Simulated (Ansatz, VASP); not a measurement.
## FeNi3 in VASP and in Ansatz

```
CELL_PARAMETERS angstrom
3.54500 0.00000 0.00000
0.00000 3.54500 0.00000
0.00000 0.00000 3.54500
ATOMIC_POSITIONS crystal
Ni 0.50000 0.50000 0.00000
Ni 0.50000 0.00000 0.50000
Ni 0.00000 0.50000 0.50000
Fe 0.00000 0.00000 0.00000
```

Alike in both runs: task single point; functional PBEsol; k mesh 8 × 8 × 8; occupations fermi-dirac, width 0.05 eV; collinear spin.

|  | VASP | Ansatz |
| --- | --- | --- |
| version | VASP 6.6.1 | Ansatz 0.2.0 |
| potentials or method | VASP PAW PBE potentials, release 64 (Ni, Fe) | Ansatz PAW |
| plane-wave cutoff (eV) | 520 | 420 |
| valence electrons in the cell | 38 | 70 |

```csv
,VASP,Ansatz,Ansatz less VASP
gap on the k mesh at the Fermi level (eV),none,none,-
pressure (GPa),-9.5,-9.4,+0.02
net moment per atom (μB),1.20,1.22,+0.017
size of the moment on the site where the two differ most (μB),0.64,0.70,+0.060
```

VASP's potentials were made for PBE, not for PBEsol. Site moments also hang on the region over which each program counts them. A gap of «none» marks a metal or a gap that the smearing closes. The functional is the same, so the differences come from potentials, cutoffs and numerics. VASP's potentials hold 38 valence electrons a cell and Ansatz's 70, so a difference there can come from the potentials and not from the codes.
